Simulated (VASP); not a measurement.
**Re: single point with LDA**

Re:

```xyz
2
Lattice="2.7608 0.0000 0.0000 -1.3804 2.3909 0.0000 0.0000 0.0000 4.4582" Properties=species:S:1:pos:R:3 pbc="T T T"
Re    0.0000    1.5939    1.1145
Re    1.3804    0.7970    3.3436
```

```json
{
 "Program": "VASP 6.6.1",
 "Task": "single point",
 "Functional": "LDA",
 "Potentials or basis": "VASP PAW LDA potentials, release 64 (Re)",
 "Cutoff": "520 eV",
 "k mesh": "9 × 9 × 5",
 "Occupations": "fermi-dirac, width 0.05 eV",
 "Spin": "no spin polarisation"
}
```

```yaml
Pressure: -8.8 GPa
Band_gap_on_the_k_mesh: zero (bands 7 and 8 overlap by 2.81 eV)
```

Stress tensor (GPa, compression positive):
```
 -7.88   0.00   0.00
  0.00  -7.88   0.00
  0.00   0.00 -10.67
```

Levels at points of the mesh, in eV from the Fermi level:
| k point | band 3 | band 4 | band 5 | band 6 | band 7 | band 8 | band 9 | band 10 | band 11 | band 12 |
| --- | --- | --- | --- | --- | --- | --- | --- | --- | --- | --- |
| (0.00, 0.00, 0.00) | -1.57 | -1.57 | -1.57 | -0.73 | -0.73 | 0.19 | 0.19 | 0.77 | 3.38 | 3.38 |

Run time: 19 s on 1 thread of AMD EPYC 7R43 64-Core Processor (Zen 3) (shared host), peak memory 0.11 GiB.

Caveat: the cell stands under tension; spin-orbit coupling is left out, which moves the levels of the heavy elements.
